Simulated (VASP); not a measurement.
# LiF in VASP: notebook

LiF is run at these levels: r2SCAN, PBE; tasks: single point.

All numbers are computed with VASP 6.6.1; they aren't measurements. Logs are shortened: lines on timing, memory, paths and dates and some standing lists are left out, and cuts for length are marked.

**1. The cell of the first run**

It takes space group P6_3mc (No. 186, hexagonal). Conventional cell: a = 3.235 Å, b = 3.235 Å, c = 5.025 Å, α = 90.00°, β = 90.00°, γ = 120.00°. Li (site symmetry 3m) has 4 F at 1.94 to 1.95 Å within 2.6 Å. Within 2.6 Å of F (site symmetry 3m) lie 4 Li at 1.94 to 1.95 Å.

**2. Single point, r2SCAN (strain +5.0%)**

POSCAR

```
LiF
1.0
    3.2350632629      0.0000000000      0.0000000000
   -1.6175316315      2.8016469685      0.0000000000
    0.0000000000      0.0000000000      5.0246101514
Li F
2 2
Direct
    0.3333333333      0.6666666667     -0.0059835891
    0.6666666667      0.3333333333      0.4940164109
    0.3333333333      0.6666666667      0.3809835891
    0.6666666667      0.3333333333      0.8809835891
```

INCAR.step1

```
ALGO = Normal
EDIFF = 1E-4
ENCUT = 520
GGA = PE
ISMEAR = 0
LASPH = True
LCHARG = False
LREAL = False
LWAVE = True
NBANDS = 18
NELM = 60
PREC = Accurate
SIGMA = 0.01
```

INCAR.step2

```
ALGO = Normal
EDIFF = 1E-6
ENCUT = 520
ISIF = 2
ISMEAR = 0
ISTART = 1
LASPH = True
LCHARG = False
LMIXTAU = True
LREAL = False
LWAVE = False
METAGGA = R2SCAN
NBANDS = 18
NELM = 60
PREC = Accurate
SIGMA = 0.01
```

KPOINTS

```
k-points
0
Gamma
  12 12 6
```

Potentials or basis: VASP PAW PBE potentials, release 64 (Li_sv, F).

The run is started by

```
$ cat potpaw_PBE.64/Li_sv/POTCAR potpaw_PBE.64/F/POTCAR > POTCAR
$ cp INCAR.step1 INCAR
$ mpirun -np 1 vasp_std > vasp.out
$ cp INCAR.step2 INCAR
$ mpirun -np 1 vasp_std > vasp.out
```

OUTCAR:

```text
EDIFF = 1E-6
   ENCUT = 520
   ISIF = 2
   ISMEAR = 0
   ISTART = 1
   LASPH = True
   LREAL = False
   METAGGA = R2SCAN
   NELM = 60
   PREC = Accurate

 ion  position               nearest neighbor table
   1  0.333  0.667  0.994-   3 1.94   4 1.95   4 1.95   4 1.95
   2  0.667  0.333  0.494-   4 1.94   3 1.95   3 1.95   3 1.95
   3  0.333  0.667  0.381-   1 1.94   2 1.95   2 1.95   2 1.95
   4  0.667  0.333  0.881-   2 1.94   1 1.95   1 1.95   1 1.95

  LATTYP: Found a hexagonal cell.
 ALAT       =     3.2350632629
 C/A-ratio  =     1.5531721463

  Lattice vectors:

 A1 = (   3.2350632629,   0.0000000000,   0.0000000000)
 A2 = (  -1.6175316315,   2.8016469685,   0.0000000000)
 A3 = (   0.0000000000,   0.0000000000,   5.0246101514)

Analysis of symmetry for initial positions (statically):
=====================================================================
 Subroutine PRICEL returns:
 Original cell was already a primitive cell.

 Routine SETGRP: Setting up the symmetry group for a
 hexagonal supercell.

 Subroutine GETGRP returns: Found 12 space group operations
 (whereof  6 operations were pure point group operations)
 out of a pool of 24 trial point group operations.

The static configuration has the point symmetry C_3v.
 The point group associated with its full space group is C_6v.

Analysis of symmetry for dynamics (positions and initial velocities):
=====================================================================
 Subroutine PRICEL returns:
 Original cell was already a primitive cell.

 Routine SETGRP: Setting up the symmetry group for a
 hexagonal supercell.

 Subroutine GETGRP returns: Found 12 space group operations
 (whereof  6 operations were pure point group operations)
 out of a pool of 24 trial point group operations.

The dynamic configuration has the point symmetry C_3v.
 The point group associated with its full space group is C_6v.

 Subroutine INISYM returns: Found 12 space group operations
 (whereof  6 operations are pure point group operations),
 and found     1 'primitive' translations

----------------------------------------------------------------------------------------

                                     Primitive cell

  volume of cell :      45.5406

  direct lattice vectors                    reciprocal lattice vectors
     3.235063263  0.000000000  0.000000000     0.309112966  0.178466454  0.000000000
    -1.617531631  2.801646969  0.000000000     0.000000000  0.356932908  0.000000000
     0.000000000  0.000000000  5.024610151     0.000000000  0.000000000  0.199020415

  length of vectors
     3.235063263  3.235063263  5.024610151     0.356932908  0.356932908  0.199020415

  position of ions in fractional coordinates (direct lattice)
     0.333333333  0.666666667  0.994016411
     0.666666667  0.333333333  0.494016411
     0.333333333  0.666666667  0.380983589
     0.666666667  0.333333333  0.880983589

  ion indices of the primitive-cell ions
   primitive index   ion index
                 1           1
                 2           2
                 3           3
                 4           4

----------------------------------------------------------------------------------------

 KPOINTS: k-points

Automatic generation of k-mesh.
 Grid dimensions read from file:
 generate k-points for:   12   12    6

 Generating k-lattice:

  Cartesian coordinates                     Fractional coordinates (reciprocal lattice)
     0.025759414  0.014872205  0.000000000     0.083333333  0.000000000  0.000000000
     0.000000000  0.029744409  0.000000000     0.000000000  0.083333333  0.000000000
     0.000000000  0.000000000  0.033170069     0.000000000  0.000000000  0.166666667

  Length of vectors
     0.029744409  0.029744409  0.033170069

  Shift w.r.t. Gamma in fractional coordinates (k-lattice)
     0.000000000  0.000000000  0.000000000

 Subroutine IBZKPT returns following result:
 ===========================================

 Found     76 irreducible k-points:

 Following reciprocal coordinates:
            Coordinates               Weight
  0.000000  0.000000  0.000000      1.000000
  0.083333  0.000000  0.000000      6.000000
  0.166667 -0.000000  0.000000      6.000000
  0.250000 -0.000000  0.000000      6.000000
  0.333333  0.000000  0.000000      6.000000
  0.416667 -0.000000  0.000000      6.000000
[... 16 lines left out ...]
  0.250000 -0.000000  0.166667     12.000000
  0.333333  0.000000  0.166667     12.000000
 [... further k-points ...]
   k-points           NKPTS =     76   k-points in BZ     NKDIM =     76   number of bands    NBANDS=     18
   number of dos      NEDOS =    301   number of ions     NIONS =      4
   total plane-waves  NPLWV =  23040
   dimension x,y,z NGX =    24 NGY =   24 NGZ =   40
   dimension x,y,z NGXF=    48 NGYF=   48 NGZF=   80
   ions per type =               2   2
   NGX,Y,Z   is equivalent  to a cutoff of  12.33, 12.33, 13.23 a.u.
   NGXF,Y,Z  is equivalent  to a cutoff of  24.67, 24.67, 26.47 a.u.
 SYSTEM =  unknown system
   PREC   = accura    normal or accurate (medium, high low for compatibility)
   ISTART =      1    job   : 0-new  1-cont  2-samecut
   ICHARG =      0    charge: 1-file 2-atom 10-const
   ISPIN  =      1    spin polarized calculation?
   LNONCOLLINEAR =      F non collinear calculations
   LSORBIT =      F    spin-orbit coupling
   LASPH  =      T    aspherical Exc in radial PAW
   ENCUT  =  520.0 eV  38.22 Ry    6.18 a.u.   6.02  6.02  9.34*2*pi/ulx,y,z
   NELM   =     60;   NELMIN=  2; NELMDL=  0     # of ELM steps
   EDIFF  = 0.1E-05   stopping-criterion for ELM
   LREAL  =      F    real-space projection
   EDIFFG = 0.1E-04   stopping-criterion for IOM
   NSW    =      0    number of steps for IOM
   IBRION =     -1    ionic relax: 0-MD 1-quasi-New 2-CG
   NFREE  =      0    steps in history (QN), initial steepest desc. (CG)
   ISIF   =      2    stress and relaxation
   ISYM   =      2    0-nonsym 1-usesym 2-fastsym
   POTIM  = 0.5000    time-step for ionic-motion
   TEBEG  =    0.0;   TEEND  =   0.0 temperature during run
   PSTRESS=    0.0 pullay stress
   NELECT =      20.0000    total number of electrons
   NUPDOWN=      -1.0000    fix difference up-down
   EMIN   =  10.00;   EMAX   =-10.00  energy-range for DOS
   EFERMI =   0.00;   METHOD = LEGACY
   ISMEAR =     0;   SIGMA  =   0.01  broadening in eV -4-tet -1-fermi 0-gaus
   EFERMI_NEDOS =   21; number of points for ismear=-14 and -15
   IALGO  =     38    algorithm
   IMIX   =      4    mixing-type and parameters
     AMIX     =   0.40;   BMIX     =  1.00
     AMIX_MAG =   1.60;   BMIX_MAG =  1.00
  volume/ion in A,a.u.               =      11.39        76.83
  Fermi-wavevector in a.u.,A,eV,Ry     =   1.244377  2.351532 21.068270  1.548474
  Thomas-Fermi vector in A             =   2.378646
   LORBIT       =      0    0 simple, 1 ext, 2 COOP (PROOUT), +10 PAW based schemes
   METAGGA = R2SCAN    functional components
   LHFCALC =     F    Hartree Fock is set to
   AEXX    =    0.0000 exact exchange contribution
   IVDW    =     0    specifies the selected vdW correction
   LEPSILON=     F    determine dielectric tensor
   LRPA    =     F    only Hartree local field effects (RPA)
 non-spin polarized calculation
 Gauss-broadening in eV      SIGMA  =   0.01
  energy-cutoff  :      520.00
  volume of cell :       45.54
 maximum number of plane-waves:      1248
   NGX = 13   NGY = 13   NGZ = 19

 number of electron      20.0000033 magnetization

 Free energy of the ion-electron system (eV)
  ---------------------------------------------------
  ext. energy  EPLUGINS =         0.00000000
  ---------------------------------------------------
  free energy    TOTEN  =       -23.52198497 eV

  energy without entropy =      -23.52198497  energy(sigma->0) =      -23.52198497

 E-fermi :  -3.5094     XC(G=0):  -8.7102

 val. band max:       -3.6438016522   @ k =   0.0000   0.0000   0.0000
 cond. band min:       4.2809301568   @ k =   0.0000   0.0000   0.0000
 fundamental gap:      7.9247318090
 Fermi energy:        -3.5094407254

 k-point     1 :       0.0000    0.0000    0.0000
  band No.  band energies     occupation
      1     -45.6198      2.00000
      2     -45.5972      2.00000
      3     -23.9981      2.00000
      4     -23.8247      2.00000
      5      -5.4093      2.00000
      6      -4.0472      2.00000
[... 10 lines left out ...]
     17      16.1818      0.00000
     18      17.1803      0.00000

 k-point     2 :       0.0833    0.0000    0.0000
  band No.  band energies     occupation
      1     -45.6187      2.00000
      2     -45.5968      2.00000
      3     -23.9912      2.00000
      4     -23.8234      2.00000
      5      -5.3785      2.00000
      6      -4.1073      2.00000
[... 10 lines left out ...]
     17      16.2954      0.00000
     18      17.1434      0.00000

 k-point     3 :       0.1667   -0.0000    0.0000
  band No.  band energies     occupation
      1     -45.6156      2.00000
      2     -45.5957      2.00000
      3     -23.9726      2.00000
      4     -23.8200      2.00000
      5      -5.2928      2.00000
      6      -4.2855      2.00000
[... 10 lines left out ...]
     17      16.4434      0.00000
     18      16.5239      0.00000

 k-point     4 :       0.2500   -0.0000    0.0000
  band No.  band energies     occupation
      1     -45.6112      2.00000
      2     -45.5944      2.00000
      3     -23.9449      2.00000
      4     -23.8165      2.00000
      5      -5.1808      2.00000
      6      -4.5358      2.00000
[... 10 lines left out ...]
     17      16.3243      0.00000
     18      16.5294      0.00000

 k-point     5 :       0.3333    0.0000    0.0000
  band No.  band energies     occupation
      1     -45.6064      2.00000
      2     -45.5935      2.00000
      3     -23.9140      2.00000
      4     -23.8162      2.00000
      5      -5.1385      2.00000
      6      -4.6933      2.00000
[... 10 lines left out ...]
     17      16.0162      0.00000
     18      16.7669      0.00000

 k-point     6 :       0.4167   -0.0000    0.0000
  band No.  band energies     occupation
      1     -45.6024      2.00000
      2     -45.5933      2.00000
      3     -23.8868      2.00000
      4     -23.8197      2.00000
      5      -5.2301      2.00000
      6      -4.6693      2.00000
[... 10 lines left out ...]
     17      15.7522      0.00000
     18      16.9857      0.00000

 k-point     7 :       0.5000   -0.0000    0.0000
  band No.  band energies     occupation
      1     -45.6007      2.00000
      2     -45.5934      2.00000
      3     -23.8748      2.00000
      4     -23.8234      2.00000
      5      -5.2838      2.00000
      6      -4.6662      2.00000
[... 10 lines left out ...]
     17      15.6464      0.00000
     18      17.0777      0.00000

 k-point     8 :       0.0833    0.0833    0.0000
  band No.  band energies     occupation
      1     -45.6165      2.00000
      2     -45.5960      2.00000
      3     -23.9782      2.00000
      4     -23.8209      2.00000
      5      -5.3198      2.00000
      6      -4.1942      2.00000
[... 10 lines left out ...]
     17      16.3663      0.00000
     18      17.0036      0.00000
[... 229 lines left out ...]
     17      14.2925      0.00000
     18      17.3358      0.00000

 k-point    20 :       0.0000    0.0000    0.1667
  band No.  band energies     occupation
      1     -45.6182      2.00000
      2     -45.5987      2.00000
      3     -23.9869      2.00000
      4     -23.8370      2.00000
      5      -5.3012      2.00000
      6      -4.0294      2.00000
[... 10 lines left out ...]
     17      16.0355      0.00000
     18      16.4124      0.00000

 k-point    21 :       0.0833    0.0000    0.1667
  band No.  band energies     occupation
      1     -45.6172      2.00000
      2     -45.5982      2.00000
      3     -23.9805      2.00000
      4     -23.8354      2.00000
      5      -5.2752      2.00000
      6      -4.0880      2.00000
[... 10 lines left out ...]
     17      16.1167      0.00000
     18      16.4815      0.00000

 k-point    22 :       0.1667   -0.0000    0.1667
  band No.  band energies     occupation
      1     -45.6143      2.00000
      2     -45.5971      2.00000
      3     -23.9628      2.00000
      4     -23.8309      2.00000
      5      -5.2049      2.00000
      6      -4.2682      2.00000
[... 10 lines left out ...]
     17      16.2172      0.00000
     18      16.4013      0.00000

 k-point    23 :       0.2500   -0.0000    0.1667
  band No.  band energies     occupation
      1     -45.6100      2.00000
      2     -45.5956      2.00000
      3     -23.9367      2.00000
      4     -23.8258      2.00000
      5      -5.1232      2.00000
      6      -4.5190      2.00000
[... 10 lines left out ...]
     17      16.1294      0.00000
     18      16.5067      0.00000

 k-point    24 :       0.3333    0.0000    0.1667
  band No.  band energies     occupation
      1     -45.6055      2.00000
      2     -45.5943      2.00000
      3     -23.9078      2.00000
      4     -23.8231      2.00000
      5      -5.1213      2.00000
      6      -4.6852      2.00000
[... 10 lines left out ...]
     17      15.8977      0.00000
     18      16.7350      0.00000

 [... further k-points ...]

------------------------ aborting loop because EDIFF is reached ----------------------------------------

  FORCE on cell =-STRESS in cart. coord.  units (eV):
  Direction    XX          YY          ZZ          XY          YZ          ZX
  --------------------------------------------------------------------------------------
  -------------------------------------------------------------------------------------
  Total       -2.0097947     -2.0097947     -1.8005367      0.0000000      0.0000000     -0.0000000
  in kB      -70.7072132    -70.7072132    -63.3452414      0.0000000      0.0000000     -0.0000000
  external PRESSURE =     -68.2532226 kB  Pullay stress =       0.0000000 kB

 VOLUME and BASIS-vectors are now :
 -----------------------------------------------------------------------------
  energy-cutoff  :      520.00
  volume of cell :       45.54
      direct lattice vectors                 reciprocal lattice vectors
     3.235063263  0.000000000  0.000000000     0.309112966  0.178466454  0.000000000
    -1.617531631  2.801646969  0.000000000     0.000000000  0.356932908  0.000000000
     0.000000000  0.000000000  5.024610151     0.000000000  0.000000000  0.199020415

 POSITION                                       TOTAL-FORCE (eV/Angst)
 -----------------------------------------------------------------------------------
     -0.00000      1.86776      4.99454        -0.000000      0.000000     -0.031374
      1.61753      0.93388      2.48224         0.000000      0.000000     -0.031374
     -0.00000      1.86776      1.91429         0.000000      0.000000      0.031374
      1.61753      0.93388      4.42660        -0.000000      0.000000      0.031374
 -----------------------------------------------------------------------------------
    total drift:                               -0.000001     -0.000001     -0.132603

  FREE ENERGIE OF THE ION-ELECTRON SYSTEM (eV)
  ---------------------------------------------------
  free  energy   TOTEN  =       -23.5219849665 eV

  energy  without entropy=      -23.5219849665  energy(sigma->0) =      -23.52198497
```

Run time: 70 s. Hardware: 1 thread of Intel Xeon 6975P-C (Granite Rapids), shared host; peak memory 0.19 GiB.

Results:

* Free energy: -23.5220 eV
* Largest force: 0.031 eV/Å
* Band gap on the k mesh: 7.92 eV

Forces on the atoms (eV/Å):
```
Li   0.000  0.000 -0.031
Li   0.000  0.000 -0.031
F    0.000  0.000  0.031
F    0.000  0.000  0.031
```

Caveat: the cell differs from its parent crystal (strain +5.0%); the cutoff is under 1.25 times the usual one of these potentials, so pressure, stress and relaxed cells hold a basis-set (Pulay) error; the structure was generated, so it needn't be the stable form of LiF; the PAW data sets were made with another functional, which shifts forces and pressure a little. A k mesh can miss the band edges.

[end of part 1 of 2]
